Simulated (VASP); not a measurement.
# Sc2BF2 (P3m1) in VASP: further runs

The runs below take Sc2BF2 through single point, relaxation of cell and atoms, with PBE.

Program: VASP 6.6.1. These are calculated values, not measurements. Logs are shortened: lines on timing, memory, paths and dates and some standing lists are left out, and cuts for length are marked.

### 1 The cell of the first run

The structure is trigonal, space group P3m1 (No. 156). Conventional cell: a = 3.207 Å, b = 3.207 Å, c = 10.096 Å, α = 90.00°, β = 90.00°, γ = 120.00°. Sc (site symmetry 3m) has 1 F at 2.10 Å within 2.8 Å. Within 2.9 Å of Sc (site symmetry 3m) lie 3 F at 2.17 Å and 3 B at 2.44 Å. Within 1.9 Å of B (site symmetry 3m) lie 1 F at 1.43 Å. Within 1.9 Å of F (site symmetry 3m) lie 1 B at 1.43 Å. Within 2.9 Å of F (site symmetry 3m) lie 3 Sc at 2.17 Å.

### 2 Single point, PBE

Input file INCAR:

```
ALGO = Normal
EDIFF = 1E-6
ENCUT = 520
GGA = PE
ISIF = 2
ISMEAR = 0
LASPH = True
LCHARG = False
LREAL = False
LWAVE = False
NBANDS = 28
NELM = 60
PREC = Accurate
SIGMA = 0.1
```

Input file KPOINTS:

```
k-points
0
Gamma
  12 12 4
```

Input file POSCAR:

```
Sc2BF2
1.0
    3.2069543939      0.0000000000      0.0000000000
   -1.6034771969      2.7773039739      0.0000000000
    0.0000000000      0.0000000000     10.0964026946
Sc B F
2 1 2
Direct
    0.0000000000      0.0000000000      0.3297580006
    0.3333333333      0.6666666667      0.8226943225
    0.0000000000      0.0000000000      0.9803652755
    0.0000000000      0.0000000000      0.1216676656
    0.6666666667      0.3333333333      0.7104193857
```

Potentials or basis: VASP PAW PBE potentials, release 64 (Sc_sv, B, F).

The run is started by

```bash
> cat potpaw_PBE.64/Sc_sv/POTCAR potpaw_PBE.64/B/POTCAR potpaw_PBE.64/F/POTCAR > POTCAR
> mpirun -np 1 vasp_std > vasp.out
```

OUTCAR:

```text
EDIFF = 1E-6
   ENCUT = 520
   GGA = PE
   ISIF = 2
   ISMEAR = 0
   LASPH = True
   LREAL = False
   NELM = 60
   PREC = Accurate

 ion  position               nearest neighbor table
   1  0.000  0.000  0.330-   4 2.10
   2  0.333  0.667  0.823-   5 2.17   5 2.17   5 2.17   3 2.44   3 2.44   3 2.44
   3  0.000  0.000  0.980-   4 1.43   2 2.44   2 2.44   2 2.44
   4  0.000  0.000  0.122-   3 1.43   1 2.10
   5  0.667  0.333  0.710-   2 2.17   2 2.17   2 2.17

  LATTYP: Found a hexagonal cell.
 ALAT       =     3.2069543939
 C/A-ratio  =     3.1482838402

  Lattice vectors:

 A1 = (   3.2069543939,   0.0000000000,   0.0000000000)
 A2 = (  -1.6034771969,   2.7773039739,   0.0000000000)
 A3 = (   0.0000000000,   0.0000000000,  10.0964026946)

Analysis of symmetry for initial positions (statically):
=====================================================================
 Subroutine PRICEL returns:
 Original cell was already a primitive cell.

 Routine SETGRP: Setting up the symmetry group for a
 hexagonal supercell.

 Subroutine GETGRP returns: Found  6 space group operations
 (whereof  6 operations were pure point group operations)
 out of a pool of 24 trial point group operations.

The static configuration has the point symmetry C_3v.

Analysis of symmetry for dynamics (positions and initial velocities):
=====================================================================
 Subroutine PRICEL returns:
 Original cell was already a primitive cell.

 Routine SETGRP: Setting up the symmetry group for a
 hexagonal supercell.

 Subroutine GETGRP returns: Found  6 space group operations
 (whereof  6 operations were pure point group operations)
 out of a pool of 24 trial point group operations.

The dynamic configuration has the point symmetry C_3v.

 Subroutine INISYM returns: Found  6 space group operations
 (whereof  6 operations are pure point group operations),
 and found     1 'primitive' translations

----------------------------------------------------------------------------------------

                                     Primitive cell

  volume of cell :      89.9255

  direct lattice vectors                    reciprocal lattice vectors
     3.206954394  0.000000000  0.000000000     0.311822333  0.180030708  0.000000000
    -1.603477197  2.777303974  0.000000000     0.000000000  0.360061415  0.000000000
     0.000000000  0.000000000 10.096402695     0.000000000  0.000000000  0.099045178

  length of vectors
     3.206954394  3.206954394 10.096402695     0.360061415  0.360061415  0.099045178

  position of ions in fractional coordinates (direct lattice)
     0.000000000  0.000000000  0.329758001
     0.333333333  0.666666667  0.822694322
     0.000000000  0.000000000  0.980365275
     0.000000000  0.000000000  0.121667666
     0.666666667  0.333333333  0.710419386

  ion indices of the primitive-cell ions
   primitive index   ion index
                 1           1
                 2           2
                 3           3
                 4           4
                 5           5

----------------------------------------------------------------------------------------

 KPOINTS: k-points

Automatic generation of k-mesh.
 Grid dimensions read from file:
 generate k-points for:   12   12    4

 Generating k-lattice:

  Cartesian coordinates                     Fractional coordinates (reciprocal lattice)
     0.025985194  0.015002559  0.000000000     0.083333333  0.000000000  0.000000000
     0.000000000  0.030005118  0.000000000     0.000000000  0.083333333  0.000000000
     0.000000000  0.000000000  0.024761294     0.000000000  0.000000000  0.250000000

  Length of vectors
     0.030005118  0.030005118  0.024761294

  Shift w.r.t. Gamma in fractional coordinates (k-lattice)
     0.000000000  0.000000000  0.000000000

 Subroutine IBZKPT returns following result:
 ===========================================

 Found     69 irreducible k-points:

 Following reciprocal coordinates:
            Coordinates               Weight
  0.000000  0.000000  0.000000      1.000000
  0.083333  0.000000  0.000000      6.000000
  0.166667  0.000000  0.000000      6.000000
  0.250000  0.000000  0.000000      6.000000
  0.333333  0.000000  0.000000      6.000000
  0.416667 -0.000000  0.000000      6.000000
[... 16 lines left out ...]
  0.166667  0.000000  0.250000      6.000000
  0.000000  0.166667  0.250000      6.000000
 [... further k-points ...]
   k-points           NKPTS =     69   k-points in BZ     NKDIM =     69   number of bands    NBANDS=     28
   number of dos      NEDOS =    301   number of ions     NIONS =      5
   total plane-waves  NPLWV =  46080
   dimension x,y,z NGX =    24 NGY =   24 NGZ =   80
   dimension x,y,z NGXF=    48 NGYF=   48 NGZF=  160
   ions per type =               2   1   2
   NGX,Y,Z   is equivalent  to a cutoff of  12.44, 12.44, 13.17 a.u.
   NGXF,Y,Z  is equivalent  to a cutoff of  24.88, 24.88, 26.35 a.u.
 SYSTEM =  unknown system
   PREC   = accura    normal or accurate (medium, high low for compatibility)
   ISTART =      0    job   : 0-new  1-cont  2-samecut
   ICHARG =      2    charge: 1-file 2-atom 10-const
   ISPIN  =      1    spin polarized calculation?
   LNONCOLLINEAR =      F non collinear calculations
   LSORBIT =      F    spin-orbit coupling
   LASPH  =      T    aspherical Exc in radial PAW
   ENCUT  =  520.0 eV  38.22 Ry    6.18 a.u.   5.96  5.96 18.77*2*pi/ulx,y,z
   NELM   =     60;   NELMIN=  2; NELMDL= -5     # of ELM steps
   EDIFF  = 0.1E-05   stopping-criterion for ELM
   LREAL  =      F    real-space projection
   EDIFFG = 0.1E-04   stopping-criterion for IOM
   NSW    =      0    number of steps for IOM
   IBRION =     -1    ionic relax: 0-MD 1-quasi-New 2-CG
   NFREE  =      0    steps in history (QN), initial steepest desc. (CG)
   ISIF   =      2    stress and relaxation
   ISYM   =      2    0-nonsym 1-usesym 2-fastsym
   POTIM  = 0.5000    time-step for ionic-motion
   TEBEG  =    0.0;   TEEND  =   0.0 temperature during run
   PSTRESS=    0.0 pullay stress
   NELECT =      39.0000    total number of electrons
   NUPDOWN=      -1.0000    fix difference up-down
   EMIN   =  10.00;   EMAX   =-10.00  energy-range for DOS
   EFERMI =   0.00;   METHOD = LEGACY
   ISMEAR =     0;   SIGMA  =   0.10  broadening in eV -4-tet -1-fermi 0-gaus
   EFERMI_NEDOS =   21; number of points for ismear=-14 and -15
   IALGO  =     38    algorithm
   IMIX   =      4    mixing-type and parameters
     AMIX     =   0.40;   BMIX     =  1.00
     AMIX_MAG =   1.60;   BMIX_MAG =  1.00
  volume/ion in A,a.u.               =      17.99       121.37
  Fermi-wavevector in a.u.,A,eV,Ry     =   1.239183  2.341716 20.892756  1.535574
  Thomas-Fermi vector in A             =   2.373677
   LORBIT       =      0    0 simple, 1 ext, 2 COOP (PROOUT), +10 PAW based schemes
   GGA     = PE    functional components
   LHFCALC =     F    Hartree Fock is set to
   AEXX    =    0.0000 exact exchange contribution
   IVDW    =     0    specifies the selected vdW correction
   LEPSILON=     F    determine dielectric tensor
   LRPA    =     F    only Hartree local field effects (RPA)
 non-spin polarized calculation
 Gauss-broadening in eV      SIGMA  =   0.10
  energy-cutoff  :      520.00
  volume of cell :       89.93
 maximum number of plane-waves:      2460
   NGX = 11   NGY = 11   NGZ = 37

 number of electron      39.0000005 magnetization

 Free energy of the ion-electron system (eV)
  ---------------------------------------------------
  ext. energy  EPLUGINS =         0.00000000
  ---------------------------------------------------
  free energy    TOTEN  =       -29.30368525 eV

  energy without entropy =      -29.26890703  energy(sigma->0) =      -29.28629614

 E-fermi :   3.2112     XC(G=0):  -8.9734

 val. band max:        3.2076724570   @ k =   0.4167  -0.0000   0.2500
 cond. band min:       3.2169488535   @ k =   0.4167   0.0833   0.2500
 fundamental gap:      0.0092763965
 Fermi energy:         3.2112439077

 k-point     1 :       0.0000    0.0000    0.0000
  band No.  band energies     occupation
      1     -47.0238      2.00000
      2     -46.7109      2.00000
      3     -26.1681      2.00000
      4     -25.6311      2.00000
      5     -25.3550      2.00000
      6     -25.3550      2.00000
[... 20 lines left out ...]
     27       5.6958      0.00000
     28       5.7573      0.00000

 k-point     2 :       0.0833    0.0000    0.0000
  band No.  band energies     occupation
      1     -47.0206      2.00000
      2     -46.7069      2.00000
      3     -26.1636      2.00000
      4     -25.6277      2.00000
      5     -25.3792      2.00000
      6     -25.3606      2.00000
[... 20 lines left out ...]
     27       5.4594      0.00000
     28       5.6835      0.00000

 k-point     3 :       0.1667    0.0000    0.0000
  band No.  band energies     occupation
      1     -47.0118      2.00000
      2     -46.6960      2.00000
      3     -26.1513      2.00000
      4     -25.6341      2.00000
      5     -25.4447      2.00000
      6     -25.3757      2.00000
[... 20 lines left out ...]
     27       5.5285      0.00000
     28       5.7245      0.00000

 k-point     4 :       0.2500    0.0000    0.0000
  band No.  band energies     occupation
      1     -46.9997      2.00000
      2     -46.6811      2.00000
      3     -26.1346      2.00000
      4     -25.6956      2.00000
      5     -25.5332      2.00000
      6     -25.3963      2.00000
[... 578 lines left out ...]
     27       5.4706      0.00000
     28       5.6866      0.00000

 k-point    23 :       0.1667    0.0000    0.2500
  band No.  band energies     occupation
      1     -47.0118      2.00000
      2     -46.6960      2.00000
      3     -26.1513      2.00000
      4     -25.6341      2.00000
      5     -25.4447      2.00000
      6     -25.3757      2.00000
[... 20 lines left out ...]
     27       5.5279      0.00000
     28       5.7246      0.00000

 k-point    24 :       0.0000    0.1667    0.2500
  band No.  band energies     occupation
      1     -47.0118      2.00000
      2     -46.6960      2.00000
      3     -26.1513      2.00000
      4     -25.6342      2.00000
      5     -25.4447      2.00000
      6     -25.3757      2.00000
[... 20 lines left out ...]
     27       5.5306      0.00000
     28       5.7254      0.00000

 [... further k-points ...]

------------------------ aborting loop because EDIFF is reached ----------------------------------------

  FORCE on cell =-STRESS in cart. coord.  units (eV):
  Direction    XX          YY          ZZ          XY          YZ          ZX
  --------------------------------------------------------------------------------------
  -------------------------------------------------------------------------------------
  Total        0.0538148      0.0538148      0.2642304      0.0000000      0.0000000     -0.0000000
  in kB        0.9588040      0.9588040      4.7077179      0.0000000      0.0000000     -0.0000000
  external PRESSURE =       2.2084419 kB  Pullay stress =       0.0000000 kB

 VOLUME and BASIS-vectors are now :
 -----------------------------------------------------------------------------
  energy-cutoff  :      520.00
  volume of cell :       89.93
      direct lattice vectors                 reciprocal lattice vectors
     3.206954394  0.000000000  0.000000000     0.311822333  0.180030708  0.000000000
    -1.603477197  2.777303974  0.000000000     0.000000000  0.360061415  0.000000000
     0.000000000  0.000000000 10.096402695     0.000000000  0.000000000  0.099045178

 POSITION                                       TOTAL-FORCE (eV/Angst)
 -----------------------------------------------------------------------------------
      0.00000      0.00000      3.32937         0.000000      0.000000      0.023694
     -0.00000      1.85154      8.30625        -0.000000      0.000000      0.044181
      0.00000      0.00000      9.89816        -0.000000      0.000000     -0.127297
      0.00000      0.00000      1.22841         0.000000      0.000000      0.122356
      1.60348      0.92577      7.17268         0.000000     -0.000000     -0.062934
 -----------------------------------------------------------------------------------
    total drift:                                0.000000      0.000001      0.000966

  FREE ENERGIE OF THE ION-ELECTRON SYSTEM (eV)
  ---------------------------------------------------
  free  energy   TOTEN  =       -29.3036852534 eV

  energy  without entropy=      -29.2689070340  energy(sigma->0) =      -29.28629614
```

Run time: 72 s. Hardware: 1 thread of Intel Xeon 6975P-C (Granite Rapids), shared host; peak memory 0.3 GiB.

Results:

```yaml
Free_energy: -29.3037 eV
Pressure: 0.2 GPa
Largest_force: 0.127 eV/Å
Band_gap_on_the_k_mesh: zero (an odd number of electrons rules out a gap without spin polarisation)
```

Forces on the atoms (eV/Å):
```
Sc   0.000  0.000  0.024
Sc   0.000  0.000  0.044
B    0.000  0.000 -0.127
F    0.000  0.000  0.122
F    0.000  0.000 -0.063
```

Stress tensor (GPa, compression positive):
```
0.10 0.00 0.00
0.00 0.10 0.00
0.00 0.00 0.47
```

Caveat: an odd number of electrons without spin polarisation forces a metal; a magnetic or distorted state may lie lower.

### 3 Single point, PBE, collinear spin

This run uses another cell than the first one, of 17.26 Å³/atom.

Input file INCAR:

```
PREC = Accurate
ENCUT = 520
EDIFF = 1E-7
ISMEAR = 0
SIGMA = 0.1
LREAL = False
LASPH = True
NELM = 150
ALGO = Normal
ISIF = 2
LWAVE = False
LCHARG = False
ISPIN = 2
MAGMOM = 0 0 0 1 1
LORBIT = 11
LMAXMIX = 4
GGA = PE
NBANDS = 32
```

Input file KPOINTS:

```
regular mesh
0
Gamma
  6 6 2
```

Input file POSCAR:

```
Sc2BF2
1.0
    3.2093796701      0.0000000000      0.0000000000
   -1.6046898350      2.7794043247      0.0000000000
    0.0000000000      0.0000000000      9.6771784550
Sc B F
2 1 2
Direct
    0.0000000000      0.0000000000      0.3442242982
    0.3333333333      0.6666666667      0.8162695975
    0.0000000000      0.0000000000      0.9797428873
    0.0000000000      0.0000000000      0.1273932911
    0.6666666667      0.3333333333      0.6972745758
```

Potentials or basis: VASP PAW PBE potentials, release 64 (Sc_sv, B, F).

The run is started by

```bash
> cat potpaw_PBE.64/Sc_sv/POTCAR potpaw_PBE.64/B/POTCAR potpaw_PBE.64/F/POTCAR > POTCAR
> mpirun -np 1 vasp_std > vasp.out
```

Run time: 49 s. Hardware: 1 thread of Intel Xeon 6975P-C (Granite Rapids), shared host; peak memory 0.25 GiB.

Results (log left out):

| Item | Value |
| --- | --- |
| Free energy | -29.3245 eV |
| Pressure | 0.2 GPa |
| Largest force | 0.074 eV/Å |
| Net moment | 0.91 μB per cell |
| Site moments | Sc +0.36, +0.09; B +0.06; F +0.01, +0.00 μB |
| Valence electrons inside the program's atomic spheres | Sc 9.39, 9.51; B 1.68; F 6.14, 6.10 |

Forces in eV/Å, atoms in the order of the input:
```
Sc   0.000  0.000  0.054
Sc   0.000  0.000 -0.017
B    0.000  0.000 -0.074
F    0.000  0.000  0.013
F    0.000  0.000  0.023
```

Stress tensor (GPa, compression positive):
```
-0.08  0.00  0.00
 0.00 -0.08  0.00
 0.00  0.00  0.85
```

Levels at points of the mesh, in eV from the Fermi level:
Spin up:
| k point | band 16 | band 17 | band 18 | band 19 | band 20 | band 21 | band 22 | band 23 | band 24 | band 25 |
| --- | --- | --- | --- | --- | --- | --- | --- | --- | --- | --- |
| (0.00, 0.00, 0.00) | -7.38 | -6.00 | -3.70 | -0.35 | 0.33 | 1.13 | 1.13 | 1.15 | 1.15 | 2.16 |
| (0.50, 0.00, 0.00) | -7.38 | -4.52 | -2.06 | -1.34 | -0.21 | 0.27 | 0.91 | 1.33 | 1.97 | 2.12 |
| (0.00, 0.00, 0.50) | -7.38 | -5.92 | -3.79 | -0.24 | 0.28 | 1.13 | 1.13 | 1.15 | 1.15 | 2.14 |
| (0.50, 0.00, 0.50) | -7.38 | -4.52 | -2.05 | -1.33 | -0.20 | 0.22 | 0.92 | 1.37 | 1.96 | 2.12 |
Spin down:
| k point | band 17 | band 18 | band 19 | band 20 | band 21 | band 22 |
| --- | --- | --- | --- | --- | --- | --- |
| (0.00, 0.00, 0.00) | -5.86 | -3.29 | -0.06 | 0.66 | 1.23 | 1.23 |
| (0.50, 0.00, 0.00) | -4.41 | -1.87 | -1.02 | 0.26 | 0.58 | 1.09 |
| (0.00, 0.00, 0.50) | -5.81 | -3.36 | 0.00 | 0.66 | 1.23 | 1.23 |
| (0.50, 0.00, 0.50) | -4.41 | -1.87 | -1.02 | 0.31 | 0.49 | 1.09 |

Caveat: the k points lie up to 0.38 Å⁻¹ apart; a moment this small can come from the mesh or the smearing.

[end of part 1 of 2]

The gap in the log of VASP goes by the Fermi energy; the results here count the filled bands.